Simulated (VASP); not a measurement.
The system is B2HRu3.

```
CELL_PARAMETERS angstrom
4.96033 0.00000 0.00000
-2.48017 4.29578 0.00000
0.00000 0.00000 2.75474
ATOMIC_POSITIONS crystal
Ru 0.50000 0.00000 0.50000
Ru 0.50000 0.50000 0.50000
Ru 0.00000 0.50000 0.50000
B 0.33330 0.66670 0.00000
B 0.66660 0.33330 0.00000
H 0.00000 0.00000 0.00000
```

| Item | Value |
| --- | --- |
| Program | VASP 6.6.1 |
| Task | relaxation of cell and atoms |
| Functional | LDA |
| Potentials or basis | VASP PAW LDA potentials, release 64 (Ru_pv, B, H) |
| Cutoff | 500 eV |
| k mesh | 4 × 4 × 7 |
| Occupations | gaussian, width 0.0218 eV |
| Spin | non-collinear spin, typed start, spin-orbit coupling |
| Starting moments | [[2.0, 0.0, 0.0], [2.0, 0.0, 0.0], [2.0, 0.0, 0.0], [0.0, 0.0, 0.0], [0.0, 0.0, 0.0], [0.0, 0.0, 0.0]] μB |

At the start: pressure 67.1 GPa; volume 9.78 Å³/atom.

Task: Where does the relaxation end?

Result: Over 11 steps the energy falls by 404.4 meV/atom and the volume is 12.00 Å³/atom (+22.6 %); space group P6/mmm (No. 191, to 0.1 Å) before and after; moment 0.19 μB per cell.

Step by step:
```tsv
step	energy change (eV)	largest force (eV/Å)	pressure (GPa)	volume (Å³)
1	0.0000	0.0049	67.06	58.70
2	2.0382	0.0008	-34.50	100.77
3	-2.2713	0.0014	-4.48	72.92
4	-2.2868	0.0014	-1.52	71.91
5	-2.2877	0.0014	-0.60	71.61
6	-2.4024	0.0020	0.24	71.63
7	-2.4217	0.0044	1.51	71.59
8	-2.4248	0.0038	1.10	71.61
9	-2.4248	0.0038	1.15	71.61
10	-2.4237	0.0023	-1.49	72.49
11	-2.4261	0.0028	0.01	71.98
```

Final structure:
```
Ru B H
1.0
     5.45965    0.00000    0.00000
    -2.72982    4.73018    0.00000
     0.00000    0.00000    2.78714
Ru B H
3 2 1
Direct
  0.50004 0.00000 0.50000
  0.50000 0.50004 0.50000
  0.99996 0.49996 0.50000
  0.33331 0.66670 0.00000
  0.66660 0.33330 0.00000
  0.99999 0.00000 0.00000
```

Caveat: the k points lie up to 0.33 Å⁻¹ apart in the final cell; the volume moved by over 15 % at a fixed basis, so the end points are rough.
